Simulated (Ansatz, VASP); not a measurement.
Two plane-wave programs on MnNb

```
Mn Nb
1.0
     0.00000    2.71603    2.71603
     2.71603    0.00000    2.71603
     2.71603    2.71603    0.00000
Mn Nb
1 1
Cartesian
  0.0000 0.0000 0.0000
  4.0740 4.0740 4.0740
```

Alike in both runs: functional PBE; k mesh 6 × 6 × 6; occupations gaussian, width 0.1 eV; no spin polarisation.

Ansatz relaxed the structure, and its values are those at the end. VASP's run is a single point on that final structure, the one shown.

```csv
,VASP,Ansatz
version,VASP 6.6.1,Ansatz 0.2.0
potentials or method,"VASP PAW PBE potentials, release 64 (Mn_pv, Nb_sv), cutoff 520 eV","scalar-relativistic, plane waves, PAW"
valence electrons in the cell,26,28
```

|  | VASP | Ansatz | Ansatz less VASP |
| --- | --- | --- | --- |
| gap on the k mesh at the Fermi level (eV) | none | none | - |
| pressure (GPa) | 0.2 | 0.1 | -0.14 |

A gap of «none» marks a metal or a gap that the smearing closes. VASP's potentials hold 26 valence electrons a cell and Ansatz's 28, so a difference there can come from the potentials and not from the codes.
